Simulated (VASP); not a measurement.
# Cu (I4/mmm) in VASP: a series of runs

Runs on Cu. Level: PBEsol. Tasks: single point.

Everything below comes from runs of VASP 6.6.1. Logs are shortened: lines on timing, memory, paths and dates and some standing lists are left out, and cuts for length are marked.

## Step 1: The cell of the first run

It takes space group I4/mmm (No. 139, tetragonal). The conventional cell has a = 2.886 Å, b = 2.886 Å, c = 2.752 Å, α = 90.00°, β = 90.00°, γ = 90.00°. Cu (site symmetry 4/mmm) has 14 Cu at 2.46 to 2.89 Å within 3.2 Å.

## Step 2: Single point, PBEsol

The input, INCAR:

```
SYSTEM = Cu
PREC = Accurate ; ENCUT = 520
EDIFF = 1E-6 ; ISMEAR = 0
SIGMA = 0.02 ; LREAL = .FALSE.
LASPH = .TRUE. ; NELM = 60
ALGO = Normal ; ISIF = 2
LWAVE = .FALSE. ; LCHARG = .FALSE.
GGA = PS ; NBANDS = 12
```

The input, KPOINTS:

```
regular mesh
0
G
  20 20 20
  0 0 0
```

The input, POSCAR:

```
Cu
1.0
   -1.4427933200      1.4427933200      1.3760814500
    1.4427933200     -1.4427933200      1.3760814500
    1.4427933200      1.4427933200     -1.3760814500
Cu
1
Direct
    0.0000000000      0.0000000000      0.0000000000
```

Potentials or basis: VASP PAW PBE potentials, release 64 (Cu).

The run is started by

```console
> cat potpaw_PBE.64/Cu/POTCAR > POTCAR
> mpirun -np 1 vasp_std > vasp.out
```

OUTCAR:

```text
SYSTEM = Cu
   PREC = Accurate
   ENCUT = 520
   EDIFF = 1E-6
   ISMEAR = 0
   LREAL = .FALSE.
   LASPH = .TRUE.
   NELM = 60
   ISIF = 2
   GGA = PS

 ion  position               nearest neighbor table
   1  0.000  0.000  0.000-

  LATTYP: Found a body centered tetragonal cell.
 ALAT       =     2.8855866400
 C/A-ratio  =     0.9537620052

  Lattice vectors:

 A1 = (  -1.4427933200,   1.4427933200,   1.3760814500)
 A2 = (   1.4427933200,  -1.4427933200,   1.3760814500)
 A3 = (   1.4427933200,   1.4427933200,  -1.3760814500)

Analysis of symmetry for initial positions (statically):
=====================================================================
 Subroutine PRICEL returns:
 Original cell was already a primitive cell.

 Routine SETGRP: Setting up the symmetry group for a
 body centered tetragonal supercell.

 Subroutine GETGRP returns: Found 16 space group operations
 (whereof 16 operations were pure point group operations)
 out of a pool of 16 trial point group operations.

The static configuration has the point symmetry D_4h.

Analysis of symmetry for dynamics (positions and initial velocities):
=====================================================================
 Subroutine PRICEL returns:
 Original cell was already a primitive cell.

 Routine SETGRP: Setting up the symmetry group for a
 body centered tetragonal supercell.

 Subroutine GETGRP returns: Found 16 space group operations
 (whereof 16 operations were pure point group operations)
 out of a pool of 16 trial point group operations.

The dynamic configuration has the point symmetry D_4h.

 Subroutine INISYM returns: Found 16 space group operations
 (whereof 16 operations are pure point group operations),
 and found     1 'primitive' translations

----------------------------------------------------------------------------------------

                                     Primitive cell

  volume of cell :      11.4581

  direct lattice vectors                    reciprocal lattice vectors
    -1.442793320  1.442793320  1.376081450     0.000000000  0.346549983  0.363350585
     1.442793320 -1.442793320  1.376081450     0.346549983  0.000000000  0.363350585
     1.442793320  1.442793320 -1.376081450     0.346549983  0.346549983  0.000000000

  length of vectors
     2.461078074  2.461078074  2.461078074     0.502116060  0.502116060  0.490095685

  position of ions in fractional coordinates (direct lattice)
     0.000000000  0.000000000  0.000000000

  ion indices of the primitive-cell ions
   primitive index   ion index
                 1           1

----------------------------------------------------------------------------------------

 KPOINTS: regular mesh

Automatic generation of k-mesh.
 Grid dimensions read from file:
 generate k-points for:   20   20   20

 Generating k-lattice:

  Cartesian coordinates                     Fractional coordinates (reciprocal lattice)
     0.000000000  0.017327499  0.018167529     0.050000000 -0.000000000  0.000000000
     0.017327499  0.000000000  0.018167529    -0.000000000  0.050000000  0.000000000
     0.017327499  0.017327499  0.000000000     0.000000000  0.000000000  0.050000000

  Length of vectors
     0.025105803  0.025105803  0.024504784

  Shift w.r.t. Gamma in fractional coordinates (k-lattice)
     0.000000000  0.000000000  0.000000000

 Subroutine IBZKPT returns following result:
 ===========================================

 Found    641 irreducible k-points:

 Following reciprocal coordinates:
            Coordinates               Weight
  0.000000  0.000000  0.000000      1.000000
  0.050000 -0.000000  0.000000      8.000000
  0.100000 -0.000000  0.000000      8.000000
  0.150000 -0.000000  0.000000      8.000000
  0.200000 -0.000000  0.000000      8.000000
  0.250000 -0.000000  0.000000      8.000000
[... 16 lines left out ...]
 -0.400000  0.050000 -0.000000     16.000000
 -0.350000  0.050000  0.000000     16.000000
 [... further k-points ...]
   k-points           NKPTS =    641   k-points in BZ     NKDIM =    641   number of bands    NBANDS=     12
   number of dos      NEDOS =    301   number of ions     NIONS =      1
   total plane-waves  NPLWV =   5832
   dimension x,y,z NGX =    18 NGY =   18 NGZ =   18
   dimension x,y,z NGXF=    36 NGYF=   36 NGZF=   36
   ions per type =               1
   NGX,Y,Z   is equivalent  to a cutoff of  12.16, 12.16, 12.16 a.u.
   NGXF,Y,Z  is equivalent  to a cutoff of  24.32, 24.32, 24.32 a.u.
 SYSTEM =  Cu
   PREC   = accura    normal or accurate (medium, high low for compatibility)
   ISTART =      0    job   : 0-new  1-cont  2-samecut
   ICHARG =      2    charge: 1-file 2-atom 10-const
   ISPIN  =      1    spin polarized calculation?
   LNONCOLLINEAR =      F non collinear calculations
   LSORBIT =      F    spin-orbit coupling
   LASPH  =      T    aspherical Exc in radial PAW
   ENCUT  =  520.0 eV  38.22 Ry    6.18 a.u.   4.58  4.58  4.58*2*pi/ulx,y,z
   NELM   =     60;   NELMIN=  2; NELMDL= -5     # of ELM steps
   EDIFF  = 0.1E-05   stopping-criterion for ELM
   LREAL  =      F    real-space projection
   EDIFFG = 0.1E-04   stopping-criterion for IOM
   NSW    =      0    number of steps for IOM
   IBRION =     -1    ionic relax: 0-MD 1-quasi-New 2-CG
   NFREE  =      0    steps in history (QN), initial steepest desc. (CG)
   ISIF   =      2    stress and relaxation
   ISYM   =      2    0-nonsym 1-usesym 2-fastsym
   POTIM  = 0.5000    time-step for ionic-motion
   TEBEG  =    0.0;   TEEND  =   0.0 temperature during run
   PSTRESS=    0.0 pullay stress
   NELECT =      11.0000    total number of electrons
   NUPDOWN=      -1.0000    fix difference up-down
   EMIN   =  10.00;   EMAX   =-10.00  energy-range for DOS
   EFERMI =   0.00;   METHOD = LEGACY
   ISMEAR =     0;   SIGMA  =   0.02  broadening in eV -4-tet -1-fermi 0-gaus
   EFERMI_NEDOS =   21; number of points for ismear=-14 and -15
   IALGO  =     38    algorithm
   IMIX   =      4    mixing-type and parameters
     AMIX     =   0.40;   BMIX     =  1.00
     AMIX_MAG =   1.60;   BMIX_MAG =  1.00
  volume/ion in A,a.u.               =      11.46        77.32
  Fermi-wavevector in a.u.,A,eV,Ry     =   1.614984  3.051878 35.486359  2.608174
  Thomas-Fermi vector in A             =   2.709805
   LORBIT       =      0    0 simple, 1 ext, 2 COOP (PROOUT), +10 PAW based schemes
   GGA     = PS    functional components
   LHFCALC =     F    Hartree Fock is set to
   AEXX    =    0.0000 exact exchange contribution
   IVDW    =     0    specifies the selected vdW correction
   LEPSILON=     F    determine dielectric tensor
   LRPA    =     F    only Hartree local field effects (RPA)
 non-spin polarized calculation
 Gauss-broadening in eV      SIGMA  =   0.02
  energy-cutoff  :      520.00
  volume of cell :       11.46
 maximum number of plane-waves:       327
   NGX =  9   NGY =  9   NGZ =  9

 number of electron      10.9999998 magnetization

 Free energy of the ion-electron system (eV)
  ---------------------------------------------------
  ext. energy  EPLUGINS =         0.00000000
  ---------------------------------------------------
  free energy    TOTEN  =        -4.26841453 eV

  energy without entropy =       -4.26825808  energy(sigma->0) =       -4.26833631

 E-fermi :   7.7798     XC(G=0): -13.0870

 val. band max:        7.7794677806   @ k =   0.5000   0.2000   0.1500
 cond. band min:       7.7807376023   @ k =   0.5000   0.3000   0.0500
 fundamental gap:      0.0012698217
 Fermi energy:         7.7797999175

 k-point     1 :       0.0000    0.0000    0.0000
  band No.  band energies     occupation
      1      -1.8364      2.00000
      2       4.4507      2.00000
      3       4.6464      2.00000
      4       4.6464      2.00000
      5       5.5268      2.00000
      6       5.7379      2.00000
      7      32.6345      0.00000
      8      32.6345      0.00000
      9      33.8811      0.00000
     10      36.6633      0.00000
     11      36.6634      0.00000
     12      36.7056      0.00000

 k-point     2 :       0.0500   -0.0000    0.0000
  band No.  band energies     occupation
      1      -1.7361      2.00000
      2       4.4584      2.00000
      3       4.6440      2.00000
      4       4.6576      2.00000
      5       5.5270      2.00000
      6       5.7227      2.00000
      7      32.0245      0.00000
      8      32.3620      0.00000
      9      33.0916      0.00000
     10      35.2999      0.00000
     11      35.5898      0.00000
     12      36.0705      0.00000

 k-point     3 :       0.1000   -0.0000    0.0000
  band No.  band energies     occupation
      1      -1.4378      2.00000
      2       4.4405      2.00000
      3       4.6328      2.00000
      4       4.7317      2.00000
      5       5.5266      2.00000
      6       5.6870      2.00000
      7      29.9911      0.00000
      8      31.7254      0.00000
      9      31.7285      0.00000
     10      33.6407      0.00000
     11      34.6490      0.00000
     12      35.8209      0.00000
[... 286 lines left out ...]
 k-point    23 :      -0.4000    0.0500   -0.0000
  band No.  band energies     occupation
      1       2.2656      2.00000
      2       3.8732      2.00000
      3       5.1191      2.00000
      4       5.6104      2.00000
      5       5.8015      2.00000
      6       6.2767      2.00000
      7      15.9866      0.00000
      8      24.7452      0.00000
      9      26.0591      0.00000
     10      30.0882      0.00000
     11      33.0691      0.00000
     12      41.5134      0.00000

 k-point    24 :      -0.3500    0.0500    0.0000
  band No.  band energies     occupation
      1       1.7164      2.00000
      2       3.9698      2.00000
      3       4.6748      2.00000
      4       5.5755      2.00000
      5       5.7183      2.00000
      6       5.9412      2.00000
      7      18.2596      0.00000
      8      25.3557      0.00000
      9      26.8766      0.00000
     10      30.4031      0.00000
     11      33.3126      0.00000
     12      40.0232      0.00000

 [... further k-points ...]

------------------------ aborting loop because EDIFF is reached ----------------------------------------

  FORCE on cell =-STRESS in cart. coord.  units (eV):
  Direction    XX          YY          ZZ          XY          YZ          ZX
  --------------------------------------------------------------------------------------
  -------------------------------------------------------------------------------------
  Total       -0.0340512     -0.0340512     -0.0821796      0.0000000      0.0000000     -0.0000000
  in kB       -4.7613560     -4.7613560    -11.4911154      0.0000000      0.0000000     -0.0000000
  external PRESSURE =      -7.0046091 kB  Pullay stress =       0.0000000 kB

 VOLUME and BASIS-vectors are now :
 -----------------------------------------------------------------------------
  energy-cutoff  :      520.00
  volume of cell :       11.46
      direct lattice vectors                 reciprocal lattice vectors
    -1.442793320  1.442793320  1.376081450     0.000000000  0.346549983  0.363350585
     1.442793320 -1.442793320  1.376081450     0.346549983  0.000000000  0.363350585
     1.442793320  1.442793320 -1.376081450     0.346549983  0.346549983  0.000000000

 POSITION                                       TOTAL-FORCE (eV/Angst)
 -----------------------------------------------------------------------------------
      0.00000      0.00000      0.00000        -0.000000      0.000000      0.000000
 -----------------------------------------------------------------------------------
    total drift:                                0.000000      0.000000      0.000000

  FREE ENERGIE OF THE ION-ELECTRON SYSTEM (eV)
  ---------------------------------------------------
  free  energy   TOTEN  =        -4.2684145292 eV

  energy  without entropy=       -4.2682580829  energy(sigma->0) =       -4.26833631
```

Wall time 1.8 min (1 thread of Intel Xeon 8259CL, shared host); peak memory 0.19 GiB.

Results:

```
Free energy            : -4.2684 eV
Pressure               : -0.7 GPa
Band gap on the k mesh : zero (an odd number of electrons rules out a gap without spin polarisation)
```

Levels at points of the mesh, in eV from the Fermi level:
```csv
k point,band 4,band 5,band 6,band 7,band 8,band 9
"(0.00, 0.00, 0.00)",-3.13,-2.25,-2.04,24.85,24.85,26.10
"(0.50, 0.00, 0.00)",-1.94,-1.37,-0.57,4.68,17.33,17.43
"(0.50, 0.50, 0.00)",-2.08,-1.40,-0.94,4.15,18.58,18.85
"(0.50, 0.50, 0.50)",-1.57,-1.52,7.69,7.69,9.53,13.35
```

Caveat: the PAW data sets were made with another functional, which shifts forces and pressure a little.

(Continued in part 2 of 2.)
